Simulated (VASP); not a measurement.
## Al: single point with PBEsol

Al:

```
CELL_PARAMETERS angstrom
-1.60644 1.60644 -1.60644
-1.60644 -1.60644 1.60644
-0.48193 6.90769 5.94382
ATOMIC_POSITIONS crystal
Al 0.73750 0.00000 0.87500
Al 0.46250 0.50000 0.12500
Al 0.88750 0.00000 0.37500
Al 0.31250 0.50000 0.62500
```

This cell differs from its parent crystal: the part above a cut slid along it.

```json
{
 "Program": "VASP 6.6.1",
 "Task": "single point",
 "Functional": "PBEsol",
 "Potentials or basis": "VASP PAW PBE potentials, release 64 (Al)",
 "Cutoff": "500 eV",
 "k mesh": "22 × 22 × 7",
 "Occupations": "gaussian, width 0.15 eV",
 "Spin": "no spin polarisation",
 "Dipole correction": "no",
 "Further INCAR settings": "ALGO = Normal; EDIFF = 1e-06; NBANDS = 14"
}
```

```json
{
 "Pressure": "0.6 GPa",
 "Largest force": "0.400 eV/Å",
 "Band gap on the k mesh": "zero (bands 6 and 7 overlap by 6.66 eV)"
}
```

Forces on the atoms (eV/Å):
```
Al  -0.257 -0.285 -0.111
Al   0.257  0.285  0.111
Al  -0.011 -0.002 -0.028
Al   0.011  0.002  0.028
```

Stress tensor (GPa, compression positive):
```
-0.71  0.97  0.76
 0.97  1.88  0.27
 0.76  0.27  0.73
```

Levels at points of the mesh, in eV from the Fermi level:
| k point | band 3 | band 4 | band 5 | band 6 | band 7 | band 8 | band 9 | band 10 |
| --- | --- | --- | --- | --- | --- | --- | --- | --- |
| (0.00, 0.00, 0.00) | -9.30 | -4.30 | -3.83 | 4.22 | 4.30 | 8.27 | 8.36 | 9.22 |
| (0.50, 0.00, 0.00) | -4.60 | -4.52 | -3.84 | -3.17 | -0.20 | 0.22 | 1.98 | 2.27 |
| (0.00, 0.50, 0.00) | -4.30 | -4.29 | -3.84 | -3.83 | 0.65 | 0.70 | 1.34 | 1.36 |
| (0.50, 0.50, 0.00) | -2.98 | -2.80 | -1.92 | -1.65 | 0.96 | 1.97 | 2.34 | 2.92 |

Run time: 28 min on 1 thread of Oxide Virtual Turin-like Processor (shared host), peak memory 1 GiB.

Caveat: the cell differs from its parent crystal (the part above a cut slid along it); the PAW data sets were made with another functional, which shifts forces and pressure a little.
